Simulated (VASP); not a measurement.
Ti3Cd, 4 atoms in the cell. The typed cell holds 4 atoms: a = 4.151 Å, b = 4.151 Å, c = 4.151 Å, α = 90.00°, β = 90.00°, γ = 90.00°. 

```yaml
Program: VASP 6.6.1
Task: single point
Functional: r2SCAN
Potentials_or_basis: VASP PAW PBE potentials, release 64 (Ti_sv, Cd)
Cutoff: 520 eV
k_mesh: 4 × 4 × 4
Occupations: fermi-dirac, width 0.1 eV
Spin: no spin polarisation
Dipole_correction: no
Further_INCAR_settings: ALGO = Normal; EDIFF = 1e-06; NBANDS = 32
```

Potentials or basis: VASP PAW PBE potentials, release 64 (Ti_sv, Cd).

The run is started by

```sh
$ cat potpaw_PBE.64/Ti_sv/POTCAR potpaw_PBE.64/Cd/POTCAR > POTCAR
$ cp INCAR.step1 INCAR
$ mpirun -np 1 vasp_std > vasp.out
$ cp INCAR.step2 INCAR
$ mpirun -np 1 vasp_std > vasp.out
```

Hardware: 1 thread of Oxide Virtual Turin-like Processor, with other jobs on the host.

Task: How long does it take, and how much memory?

Result: It took 5.9 min on 1 thread of Oxide Virtual Turin-like Processor, with other jobs on the host, peak memory 0.19 GiB. Counts: k points 36.
